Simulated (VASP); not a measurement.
# NaCl (Fm-3m) in VASP: notebook

Runs on NaCl. Level: PBEsol. Tasks: single point, relaxation of cell and atoms.

Everything below comes from runs of VASP 6.6.1. Logs are shortened: lines on timing, memory, paths and dates and some standing lists are left out, and cuts for length are marked.

### 1 The cell of the first run

The structure is cubic, space group Fm-3m (No. 225). The conventional cell has a = 5.784 Å, b = 5.784 Å, c = 5.784 Å, α = 90.00°, β = 90.00°, γ = 90.00°. Within 3.8 Å of Na (site symmetry m-3m) lie 6 Cl at 2.89 Å. Cl (site symmetry m-3m) has 6 Na at 2.89 Å within 3.8 Å.

### 2 Single point, PBEsol

Contents of INCAR:

```
PREC = Accurate
ENCUT = 520
EDIFF = 1E-6
ISMEAR = 0
SIGMA = 0.01
LREAL = F
LASPH = T
NELM = 80
ALGO = Normal
ISIF = 2
LWAVE = F
LCHARG = F
GGA = PS
NBANDS = 14
```

Contents of KPOINTS:

```
regular mesh
0
Gamma
  8 8 8
```

Contents of POSCAR:

```
NaCl
1.0
    2.8921488964      2.8921488964      0.0000000000
   -2.8921488964      2.8921488964      0.0000000000
    0.0000000000      2.8921488964      2.8921488964
Na Cl
1 1
Direct
    0.0000000000      0.0000000000      0.0000000000
    0.5000000000      0.5000000000      0.0000000000
```

Potentials or basis: VASP PAW PBE potentials, release 64 (Na_pv, Cl).

Run with:

```bash
$ cat potpaw_PBE.64/Na_pv/POTCAR potpaw_PBE.64/Cl/POTCAR > POTCAR
$ mpirun -np 1 vasp_std > vasp.out
```

OUTCAR:

```text
PREC = Accurate
   ENCUT = 520
   EDIFF = 1E-6
   ISMEAR = 0
   LREAL = F
   LASPH = T
   NELM = 80
   ISIF = 2
   GGA = PS

 ion  position               nearest neighbor table
   1  0.000  0.000  0.000-
   2  0.500  0.500  0.000-

  LATTYP: Found a face centered cubic cell.
 ALAT       =     5.7842977928

  Lattice vectors:

 A1 = (   0.0000000000,   2.8921488964,   2.8921488964)
 A2 = (   2.8921488964,   0.0000000000,   2.8921488964)
 A3 = (   2.8921488964,   2.8921488964,   0.0000000000)

Analysis of symmetry for initial positions (statically):
=====================================================================
 Subroutine PRICEL returns:
 Original cell was already a primitive cell.

 Routine SETGRP: Setting up the symmetry group for a
 face centered cubic supercell.

 Subroutine GETGRP returns: Found 48 space group operations
 (whereof 48 operations were pure point group operations)
 out of a pool of 48 trial point group operations.

The static configuration has the point symmetry O_h .

Analysis of symmetry for dynamics (positions and initial velocities):
=====================================================================
 Subroutine PRICEL returns:
 Original cell was already a primitive cell.

 Routine SETGRP: Setting up the symmetry group for a
 face centered cubic supercell.

 Subroutine GETGRP returns: Found 48 space group operations
 (whereof 48 operations were pure point group operations)
 out of a pool of 48 trial point group operations.

The dynamic configuration has the point symmetry O_h .

 Subroutine INISYM returns: Found 48 space group operations
 (whereof 48 operations are pure point group operations),
 and found     1 'primitive' translations

----------------------------------------------------------------------------------------

                                     Primitive cell

  volume of cell :      48.3829

  direct lattice vectors                    reciprocal lattice vectors
     2.892148896  2.892148896  0.000000000     0.172881832  0.172881832 -0.172881832
    -2.892148896  2.892148896  0.000000000    -0.172881832  0.172881832 -0.172881832
     0.000000000  2.892148896  2.892148896     0.000000000  0.000000000  0.345763664

  length of vectors
     4.090116194  4.090116194  4.090116194     0.299440117  0.299440117  0.345763664

  position of ions in fractional coordinates (direct lattice)
     0.000000000  0.000000000  0.000000000
     0.500000000  0.500000000  0.000000000

  ion indices of the primitive-cell ions
   primitive index   ion index
                 1           1
                 2           2

----------------------------------------------------------------------------------------

 KPOINTS: regular mesh

Automatic generation of k-mesh.
 Grid dimensions read from file:
 generate k-points for:    8    8    8

 Generating k-lattice:

  Cartesian coordinates                     Fractional coordinates (reciprocal lattice)
     0.021610229  0.021610229 -0.021610229     0.125000000  0.000000000  0.000000000
    -0.021610229  0.021610229 -0.021610229     0.000000000  0.125000000  0.000000000
     0.000000000  0.000000000  0.043220458     0.000000000  0.000000000  0.125000000

  Length of vectors
     0.037430015  0.037430015  0.043220458

  Shift w.r.t. Gamma in fractional coordinates (k-lattice)
     0.000000000  0.000000000  0.000000000

 Subroutine IBZKPT returns following result:
 ===========================================

 Found     29 irreducible k-points:

 Following reciprocal coordinates:
            Coordinates               Weight
  0.000000  0.000000  0.000000      1.000000
  0.125000  0.000000  0.000000      8.000000
  0.250000  0.000000  0.000000      8.000000
  0.375000  0.000000  0.000000      8.000000
  0.500000  0.000000  0.000000      4.000000
  0.125000  0.125000  0.000000     12.000000
[... 16 lines left out ...]
  0.375000  0.250000  0.125000     48.000000
  0.500000  0.250000  0.125000     24.000000
 [... further k-points ...]
   k-points           NKPTS =     29   k-points in BZ     NKDIM =     29   number of bands    NBANDS=     14
   number of dos      NEDOS =    301   number of ions     NIONS =      2
   total plane-waves  NPLWV =  27000
   dimension x,y,z NGX =    30 NGY =   30 NGZ =   30
   dimension x,y,z NGXF=    60 NGYF=   60 NGZF=   60
   ions per type =               1   1
   NGX,Y,Z   is equivalent  to a cutoff of  12.19, 12.19, 12.19 a.u.
   NGXF,Y,Z  is equivalent  to a cutoff of  24.39, 24.39, 24.39 a.u.
 SYSTEM =  unknown system
   PREC   = accura    normal or accurate (medium, high low for compatibility)
   ISTART =      0    job   : 0-new  1-cont  2-samecut
   ICHARG =      2    charge: 1-file 2-atom 10-const
   ISPIN  =      1    spin polarized calculation?
   LNONCOLLINEAR =      F non collinear calculations
   LSORBIT =      F    spin-orbit coupling
   LASPH  =      T    aspherical Exc in radial PAW
   ENCUT  =  520.0 eV  38.22 Ry    6.18 a.u.   7.60  7.60  7.60*2*pi/ulx,y,z
   NELM   =     80;   NELMIN=  2; NELMDL= -5     # of ELM steps
   EDIFF  = 0.1E-05   stopping-criterion for ELM
   LREAL  =      F    real-space projection
   EDIFFG = 0.1E-04   stopping-criterion for IOM
   NSW    =      0    number of steps for IOM
   IBRION =     -1    ionic relax: 0-MD 1-quasi-New 2-CG
   NFREE  =      0    steps in history (QN), initial steepest desc. (CG)
   ISIF   =      2    stress and relaxation
   ISYM   =      2    0-nonsym 1-usesym 2-fastsym
   POTIM  = 0.5000    time-step for ionic-motion
   TEBEG  =    0.0;   TEEND  =   0.0 temperature during run
   PSTRESS=    0.0 pullay stress
   NELECT =      14.0000    total number of electrons
   NUPDOWN=      -1.0000    fix difference up-down
   EMIN   =  10.00;   EMAX   =-10.00  energy-range for DOS
   EFERMI =   0.00;   METHOD = LEGACY
   ISMEAR =     0;   SIGMA  =   0.01  broadening in eV -4-tet -1-fermi 0-gaus
   EFERMI_NEDOS =   21; number of points for ismear=-14 and -15
   IALGO  =     38    algorithm
   IMIX   =      4    mixing-type and parameters
     AMIX     =   0.40;   BMIX     =  1.00
     AMIX_MAG =   1.60;   BMIX_MAG =  1.00
  volume/ion in A,a.u.               =      24.19       163.25
  Fermi-wavevector in a.u.,A,eV,Ry     =   1.082813  2.046220 15.952618  1.172484
  Thomas-Fermi vector in A             =   2.218864
   LORBIT       =      0    0 simple, 1 ext, 2 COOP (PROOUT), +10 PAW based schemes
   GGA     = PS    functional components
   LHFCALC =     F    Hartree Fock is set to
   AEXX    =    0.0000 exact exchange contribution
   IVDW    =     0    specifies the selected vdW correction
   LEPSILON=     F    determine dielectric tensor
   LRPA    =     F    only Hartree local field effects (RPA)
 non-spin polarized calculation
 Gauss-broadening in eV      SIGMA  =   0.01
  energy-cutoff  :      520.00
  volume of cell :       48.38
 maximum number of plane-waves:      1316
   NGX = 15   NGY = 15   NGZ = 15

 number of electron      13.9999997 magnetization

 Free energy of the ion-electron system (eV)
  ---------------------------------------------------
  ext. energy  EPLUGINS =         0.00000000
  ---------------------------------------------------
  free energy    TOTEN  =        -6.96971697 eV

  energy without entropy =       -6.96971697  energy(sigma->0) =       -6.96971697

 E-fermi :  -1.0846     XC(G=0):  -8.0032

 val. band max:       -1.1968229670   @ k =   0.0000   0.0000   0.0000
 cond. band min:       3.4752187077   @ k =   0.0000   0.0000   0.0000
 fundamental gap:      4.6720416747
 Fermi energy:        -1.0845900678

 k-point     1 :       0.0000    0.0000    0.0000
  band No.  band energies     occupation
      1     -22.0033      2.00000
      2     -22.0033      2.00000
      3     -22.0033      2.00000
      4     -13.6795      2.00000
      5      -1.1968      2.00000
      6      -1.1968      2.00000
      7      -1.1968      2.00000
      8       3.4752      0.00000
      9       9.7172      0.00000
     10       9.7173      0.00000
     11       9.7173      0.00000
     12      11.8405      0.00000
     13      11.8405      0.00000
     14      13.1005      0.00000

 k-point     2 :       0.1250    0.0000    0.0000
  band No.  band energies     occupation
      1     -22.0065      2.00000
      2     -22.0036      2.00000
      3     -22.0036      2.00000
      4     -13.6410      2.00000
      5      -1.5350      2.00000
      6      -1.2322      2.00000
      7      -1.2322      2.00000
      8       3.9477      0.00000
      9       9.1393      0.00000
     10       9.8908      0.00000
     11       9.8908      0.00000
     12      11.5384      0.00000
     13      11.5384      0.00000
     14      13.9543      0.00000

 k-point     3 :       0.2500    0.0000    0.0000
  band No.  band energies     occupation
      1     -22.0140      2.00000
      2     -22.0042      2.00000
      3     -22.0042      2.00000
      4     -13.5458      2.00000
      5      -2.1983      2.00000
      6      -1.3149      2.00000
      7      -1.3149      2.00000
      8       4.9106      0.00000
      9       8.4781      0.00000
     10       9.9311      0.00000
     11       9.9311      0.00000
     12      11.7186      0.00000
     13      11.7186      0.00000
     14      13.6941      0.00000
[... 324 lines left out ...]
 k-point    23 :       0.3750    0.2500    0.1250
  band No.  band energies     occupation
      1     -22.0188      2.00000
      2     -22.0091      2.00000
      3     -22.0060      2.00000
      4     -13.4087      2.00000
      5      -2.5909      2.00000
      6      -1.8117      2.00000
      7      -1.5134      2.00000
      8       6.5141      0.00000
      9       7.9717      0.00000
     10       8.4332      0.00000
     11      10.3242      0.00000
     12      12.0987      0.00000
     13      14.2179      0.00000
     14      14.9027      0.00000

 k-point    24 :       0.5000    0.2500    0.1250
  band No.  band energies     occupation
      1     -22.0204      2.00000
      2     -22.0094      2.00000
      3     -22.0066      2.00000
      4     -13.3775      2.00000
      5      -2.6945      2.00000
      6      -1.8813      2.00000
      7      -1.5614      2.00000
      8       6.7607      0.00000
      9       7.9201      0.00000
     10       8.6183      0.00000
     11      10.1485      0.00000
     12      12.6362      0.00000
     13      13.8293      0.00000
     14      14.9839      0.00000

 [... further k-points ...]

------------------------ aborting loop because EDIFF is reached ----------------------------------------

  FORCE on cell =-STRESS in cart. coord.  units (eV):
  Direction    XX          YY          ZZ          XY          YZ          ZX
  --------------------------------------------------------------------------------------
  -------------------------------------------------------------------------------------
  Total       -0.5991441     -0.5991441     -0.5991441     -0.0000000      0.0000000     -0.0000000
  in kB      -19.8403785    -19.8403785    -19.8403785     -0.0000000      0.0000000     -0.0000000
  external PRESSURE =     -19.8403785 kB  Pullay stress =       0.0000000 kB

 VOLUME and BASIS-vectors are now :
 -----------------------------------------------------------------------------
  energy-cutoff  :      520.00
  volume of cell :       48.38
      direct lattice vectors                 reciprocal lattice vectors
     2.892148896  2.892148896  0.000000000     0.172881832  0.172881832 -0.172881832
    -2.892148896  2.892148896  0.000000000    -0.172881832  0.172881832 -0.172881832
     0.000000000  2.892148896  2.892148896     0.000000000  0.000000000  0.345763664

 POSITION                                       TOTAL-FORCE (eV/Angst)
 -----------------------------------------------------------------------------------
      0.00000      0.00000      0.00000         0.000000     -0.000000      0.000000
      0.00000      2.89215      0.00000        -0.000000      0.000000      0.000000
 -----------------------------------------------------------------------------------
    total drift:                               -0.000000      0.000000      0.000000

  FREE ENERGIE OF THE ION-ELECTRON SYSTEM (eV)
  ---------------------------------------------------
  free  energy   TOTEN  =        -6.9697169682 eV

  energy  without entropy=       -6.9697169682  energy(sigma->0) =       -6.96971697
```

Run time: 28 s. Hardware: 1 thread of Intel Xeon 8259CL, shared host; peak memory 0.16 GiB.

What came out:

- Free energy: -6.9697 eV
- Pressure: -2.0 GPa
- Band gap on the k mesh: 4.67 eV

Caveat: the PAW data sets were made with another functional, which shifts forces and pressure a little. A hybrid or GW would open this gap; PBEsol tends to underestimate it.

### 3 Relaxation of cell and atoms, PBEsol, target pressure -2 GPa, at which the enthalpy is minimised

This run uses another cell than the first one, of 21.97 Å³/atom.

Contents of INCAR:

```
  ALGO = Normal
  EDIFF = 1E-7
  EDIFFG = -0.002
  ENCUT = 600
  GGA = PS
  IBRION = 2
  ISIF = 3
  ISMEAR = 0
  LASPH = T
  LCHARG = F
  LREAL = F
  LWAVE = F
  NELM = 100
  NSW = 100
  PREC = Accurate
  PSTRESS = -20.0
  SIGMA = 0.01
```

Contents of KPOINTS:

```
k-points
0
Gamma
  8 8 8
```

Contents of POSCAR:

```
NaCl
1.0
    2.8009524961      2.8009524961      0.0000000000
   -2.8009524961      2.8009524961      0.0000000000
    0.0000000000      2.8009524961      2.8009524961
Na Cl
1 1
Direct
    0.0000000000      0.0000000000      0.0000000000
    0.5000000000      0.5000000000      0.0000000000
```

Potentials or basis: VASP PAW PBE potentials, release 64 (Na_pv, Cl).

Run with:

```bash
$ cat potpaw_PBE.64/Na_pv/POTCAR potpaw_PBE.64/Cl/POTCAR > POTCAR
$ mpirun -np 1 vasp_std > vasp.out
```

Wall time 1.9 min (1 thread of Intel Xeon 8259CL, shared host); peak memory 0.18 GiB.

The run converged. Its results:

```
Free energy                                                : -6.9684 eV
Relaxed volume                                             : 24.24 Å³/atom
Relaxed cell                                               : a = 4.093 Å, b = 4.093 Å, c = 4.093 Å, α = 60.00°, β = 60.00°, γ = 90.00°
Space group after relaxing (to 0.1 Å)                      : Fm-3m (No. 225)
Energy change on relaxing (the run minimises the enthalpy) : +15.1 meV/atom
Ionic steps                                                : 6
Pressure after relaxing                                    : -2.0 GPa
Band gap on the k mesh                                     : 4.67 eV
```

Step by step:
```tsv
step	energy change (eV)	largest force (eV/Å)	pressure (GPa)	volume (Å³)
1	0.0000	0.0000	0.05	43.95
2	0.0051	0.0000	-0.91	45.76
3	0.0493	0.0000	-2.42	49.86
4	0.0322	0.0000	-2.08	48.63
5	0.0291	0.0000	-1.96	48.38
6	0.0302	0.0000	-1.99	48.47
```

Final structure:
```
Na Cl
1.0
     2.89390    2.89390    0.00000
    -2.89390    2.89390    0.00000
     0.00000    2.89390    2.89390
Na Cl
1 1
Direct
  0.00000 0.00000 0.00000
  0.50000 0.50000 0.00000
```

Levels at points of the mesh, in eV from the valence-band top:
| k point | band 3 | band 4 | band 5 | band 6 | band 7 | band 8 | band 9 | band 10 | band 11 |
| --- | --- | --- | --- | --- | --- | --- | --- | --- | --- |
| (0.00, 0.00, 0.00) | -20.81 | -12.48 | 0.00 | 0.00 | 0.00 | 4.67 | 10.91 | 10.91 | 10.91 |
| (0.50, 0.00, 0.00) | -20.81 | -12.21 | -1.74 | -0.23 | -0.23 | 6.95 | 9.90 | 10.67 | 10.67 |
| (0.50, 0.50, 0.00) | -20.82 | -12.16 | -1.50 | -0.54 | -0.54 | 7.22 | 7.95 | 10.61 | 13.95 |

Caveat: the cell is relaxed towards a set pressure, so the run minimises the enthalpy, not the energy; the PAW data sets were made with another functional, which shifts forces and pressure a little. A k mesh can miss the band edges.

### 4 Relaxation of cell and atoms, PBEsol, target pressure 2 GPa, at which the enthalpy is minimised

This run uses another cell than the first one, of 21.97 Å³/atom.

Contents of INCAR:

```
SYSTEM = NaCl
ALGO = Normal
EDIFF = 1E-6
EDIFFG = -0.002
ENCUT = 600
GGA = PS
IBRION = 2
ISIF = 3
ISMEAR = 0
LASPH = .TRUE.
LCHARG = .FALSE.
LREAL = .FALSE.
LWAVE = .FALSE.
NELM = 100
NSW = 100
PREC = Accurate
PSTRESS = 20.0
SIGMA = 0.01
```

Contents of KPOINTS:

```
k-points
0
G
  8 8 8
  0 0 0
```

POSCAR is that of step 3.

Run with:

```bash
$ cat potpaw_PBE.64/Na_pv/POTCAR potpaw_PBE.64/Cl/POTCAR > POTCAR
$ mpirun -np 1 vasp_std > vasp.out
```

Wall time 92 s (1 thread of Intel Xeon 8259CL, shared host); peak memory 0.18 GiB.

The run converged. Its results:

* Free energy: -6.9823 eV
* Relaxed volume: 20.61 Å³/atom
* Relaxed cell: a = 3.878 Å, b = 3.878 Å, c = 3.878 Å, α = 60.00°, β = 60.00°, γ = 90.00°
* Space group after relaxing (to 0.1 Å): Fm-3m (No. 225)
* Energy change on relaxing (the run minimises the enthalpy): +8.1 meV/atom
* Ionic steps: 15
* Pressure after relaxing: 2.0 GPa
* Band gap on the k mesh: 5.26 eV

Step by step:
```
step  energy change (eV)  largest force (eV/Å)  pressure (GPa)  volume (Å³)
   1              0.0000                0.0000            0.05        43.95
   2              0.0061                0.0000            1.21        42.27
   3              0.0134                0.0000            1.81        41.47
   4              0.0162                0.0000            2.03        41.24
   5              0.0155                0.0000            1.93        41.29
   6              0.0156                0.0000            1.92        41.29
   7              0.0156                0.0000            1.95        41.28
   8              0.0156                0.0000            1.94        41.28
   9              0.0156                0.0000            1.94        41.28
  10              0.0157                0.0000            1.94        41.28
  11              0.0157                0.0000            1.93        41.28
  12              0.0157                0.0000            1.92        41.27
  13              0.0158                0.0000            1.96        41.27
  14              0.0160                0.0000            1.98        41.25
  15              0.0163                0.0000            2.00        41.23
```

Final structure:
```cif
data_structure
_symmetry_space_group_name_H-M 'P 1'
_symmetry_Int_Tables_number 1
_cell_length_a 3.8776
_cell_length_b 3.8776
_cell_length_c 3.8776
_cell_angle_alpha 60.000
_cell_angle_beta 60.000
_cell_angle_gamma 90.000
_cell_volume 41.23
loop_
_atom_site_label
_atom_site_type_symbol
_atom_site_fract_x
_atom_site_fract_y
_atom_site_fract_z
_atom_site_occupancy
Na1 Na 0.00000 0.00000 0.00000 1
Cl1 Cl 0.50000 0.50000 0.00000 1
```

Levels at points of the mesh, in eV from the valence-band top:
| k point | band 5 | band 6 | band 7 | band 8 | band 9 | band 10 |
| --- | --- | --- | --- | --- | --- | --- |
| (0.00, 0.00, 0.00) | 0.00 | 0.00 | 0.00 | 5.26 | 11.07 | 11.07 |
| (0.50, 0.00, 0.00) | -2.25 | -0.32 | -0.32 | 7.21 | 11.05 | 11.05 |
| (0.50, 0.50, 0.00) | -1.94 | -0.70 | -0.70 | 7.67 | 7.80 | 11.74 |

Caveat: the cell is relaxed towards a set pressure, so the run minimises the enthalpy, not the energy; the PAW data sets were made with another functional, which shifts forces and pressure a little.

### 5 Summary

| task | cell | cutoff (eV) | gap on the mesh (eV) | pressure (GPa) |
| --- | --- | --- | --- | --- |
| single point | a = 4.090 Å, angles 60.0, 60.0, 90.0°, 2 atoms | 520 | 4.67 | -2.0 |
| relaxation of cell and atoms | relaxed to -2 GPa from a = 3.961 Å, angles 60.0, 60.0, 90.0°, 2 atoms | 600 | 4.67 | -2.0 |
| relaxation of cell and atoms | relaxed to 2 GPa from a = 3.961 Å, angles 60.0, 60.0, 90.0°, 2 atoms | 600 | 5.26 | 2.0 |

Alike in all rows: level PBEsol; potentials or basis VASP PAW PBE potentials, release 64 (Na_pv, Cl); no spin polarisation; k mesh 8 × 8 × 8; smearing gaussian 0.01 eV.

Caveats: the PAW data sets were made with another functional, which shifts forces and pressure a little; the cell is relaxed towards a set pressure, so the run minimises the enthalpy, not the energy (at least some runs).

Total energies depend on the potentials used, so only differences within one code and one set of settings carry meaning.
